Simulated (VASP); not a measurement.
A run of VASP 6.6.1:

File INCAR:

```
SYSTEM = GaSb
PREC = Accurate
ENCUT = 520
EDIFF = 1E-8
ISMEAR = -1
SIGMA = 0.15
LREAL = .False.
LASPH = .True.
NELM = 100
ALGO = Normal
ISIF = 2
LWAVE = .False.
LCHARG = .False.
GGA = PS
NBANDS = 16
IBRION = 8
NSW = 1
```

KPOINTS

```
regular mesh
0
Gamma
  12 12 12
  0 0 0
```

File POSCAR:

```
GaSb
1.0
    0.0000000000      3.0564647039      3.0564647039
    3.0564647039      0.0000000000      3.0564647039
    3.0564647039      3.0564647039      0.0000000000
Ga Sb
1 1
Direct
    0.0000000000      0.0000000000      0.0000000000
    0.2500000000      0.2500000000      0.2500000000
```

Potentials or basis: VASP PAW PBE potentials, release 64 (Ga_d, Sb).

The run is started by

```console
$ cat potpaw_PBE.64/Ga_d/POTCAR potpaw_PBE.64/Sb/POTCAR > POTCAR
$ mpirun -np 1 vasp_std > vasp.out
```

Hardware: 1 thread of Intel Xeon 6975P-C (shared host).

Q: How long does it take, and how much memory?

A: Run time: 8.2 min on 1 thread of Intel Xeon 6975P-C, on a shared host, peak memory 0.64 GiB. Counts: scf iterations 42, k points 72.
